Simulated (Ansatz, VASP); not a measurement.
## C: VASP beside Ansatz

INCAR

```
SYSTEM = C
PREC = Accurate
ENCUT = 520
EDIFF = 1E-6
ISMEAR = 0
SIGMA = 0.1
LREAL = .FALSE.
LASPH = .TRUE.
NELM = 100
ALGO = Normal
ISIF = 2
LWAVE = .FALSE.
LCHARG = .TRUE.
LDIPOL = .TRUE.
IDIPOL = 3
DIPOL = 0.5 0.5 0.345
GGA = PE
IVDW = 12
LELF = .TRUE.
LVHAR = .TRUE.
LVACPOTAV = .TRUE.
NBANDS = 16
```

KPOINTS

```
Automatic mesh
0
G
  15 15 1
  0 0 0
```

POSCAR

```
C
1.0
    2.4656524415      0.0000000000      0.0000000000
   -1.2328262207      2.1353176512      0.0000000000
    0.0000000000      0.0000000000     17.5000663887
C
4
Direct
    0.6666666667      0.3333333333      0.2571437785
    0.3333333333      0.6666666667      0.2571418816
    0.8333333333      1.0000000000      0.4320021548
    0.5000000000      1.3333333333      0.4320002580
```

Input for Ansatz:

```yaml
crystal:
  lattice:
    - [2.4656524415, 0.0, 0.0]
    - [-1.2328262207, 2.1353176512, 0.0]
    - [0.0, 0.0, 17.5000663887]
  atoms:
    - { symbol: C, position: [0.6666666667, 0.3333333333, 0.2571437785] }
    - { symbol: C, position: [0.3333333333, 0.6666666667, 0.2571418816] }
    - { symbol: C, position: [0.8333333333, 1.0, 0.4320021548] }
    - { symbol: C, position: [0.5, 1.3333333333, 0.432000258] }
basis:
  ecutwfc: 420
kpoints:
  mp_grid: { grid: [15, 15, 1] }
hamiltonian:
  xc: pbe
  pseudopotentials: { kind: paw, azcp: { folder: soft_1 } }
  dispersion: d3bj
scf:
  occupations: { method: gaussian, width: 0.1 }
output:
  forces: true
  eigenvalues: true
efield:
  axis: 3
  dipole_correction: true
  ramp_width: 0.04
```

Alike in both runs: task single point; functional PBE; dispersion D3(BJ); k mesh 15 × 15 × 1; occupations gaussian, width 0.1 eV; no spin polarisation.

|  | VASP | Ansatz |
| --- | --- | --- |
| version | VASP 6.6.1 | Ansatz 0.2.0 |
| potentials or method | VASP PAW PBE potentials, release 64 (C), cutoff 520 eV | scalar-relativistic, plane waves, PAW |
| valence electrons in the cell | 16 | 16 |

VASP gave:

| Property | Result |
| --- | --- |
| gap on the k mesh at the Fermi level (eV) | 0.37 |
| least direct gap on the mesh (eV) | 0.37 |
| rms of the force components (eV/Å) | 0.066 |

Question: What did Ansatz give for the same quantities?

Answer: gap on the k mesh at the Fermi level (eV): 0.37; least direct gap on the mesh (eV): 0.37; rms of the force components (eV/Å): 0.065.

Atom by atom the forces differ by 0.000 eV/Å (rms over components).
